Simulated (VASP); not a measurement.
A run of VASP 6.6.1 is set up as follows.

Contents of POSCAR:

```
Rh
1.0
    0.0000000000      1.8978500000      1.8978500000
    1.8978500000      0.0000000000      1.8978500000
    1.8978500000      1.8978500000      0.0000000000
Rh
1
Direct
    0.0000000000      0.0000000000      0.0000000000
```

The input INCAR.step1:

```
SYSTEM = Rh
ALGO = Normal ; EDIFF = 1E-5
ENCUT = 520 ; GGA = PE
ISIF = 2 ; ISMEAR = -1
LASPH = .True. ; LCHARG = .False.
LREAL = .False. ; LWAVE = .True.
NBANDS = 14 ; NELM = 60
PREC = Accurate ; SIGMA = 0.05
```

File INCAR.step2:

```
SYSTEM = Rh
AEXX = 0.25 ; ALGO = Normal
EDIFF = 1E-6 ; ENCUT = 520
GGA = PE ; ISIF = 2
ISMEAR = -1 ; ISTART = 1
LASPH = .True. ; LCHARG = .False.
LHFCALC = .True. ; LREAL = .False.
LWAVE = .False. ; NBANDS = 14
NELM = 60 ; PREC = Accurate
PRECFOCK = Normal ; SIGMA = 0.05
```

The input KPOINTS:

```
k-points
0
Gamma
  6 6 6
  0 0 0
```

Potentials or basis: VASP PAW PBE potentials, release 64 (Rh_pv).

Run with:

```sh
$ cat potpaw_PBE.64/Rh_pv/POTCAR > POTCAR
$ cp INCAR.step1 INCAR
$ mpirun -np 1 vasp_std > vasp.out
$ cp INCAR.step2 INCAR
$ mpirun -np 1 vasp_std > vasp.out
```

Problem. Estimate the pressure.

Solution. -2.6 GPa.

Problem. Predict the band gap on the k mesh.

Solution. Zero (an odd number of electrons rules out a gap without spin polarisation).

Caveat: the k points lie up to 0.48 Å⁻¹ apart, too coarse for converged energies and pressures of a metal; the PAW data sets were made with another functional, which shifts forces and pressure a little.
